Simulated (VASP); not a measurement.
The system is In.

```
In
1.0
    -1.65735    1.65735    2.52222
     1.65735   -1.65735    2.52222
     1.65735    1.65735   -2.52222
In
1
Cartesian
  0.0000 0.0000 0.0000
```

Base run:

- Program: VASP 6.6.1
- Functional: r2SCAN
- Potentials or basis: VASP PAW PBE potentials, release 64 (In_d)
- Cutoff: 520 eV
- k mesh: 11 × 11 × 11
- Occupations: fermi-dirac, width 0.05 eV
- Spin: no spin polarisation

Its results: pressure -1.9 GPa.

**Question.** The run is repeated on the same cell with these changes: functional from r2SCAN to PBEsol. What comes out?

**Answer.** Pressure -2.9 GPa.

Caveats: the PAW data sets were made with another functional, which shifts forces and pressure a little.
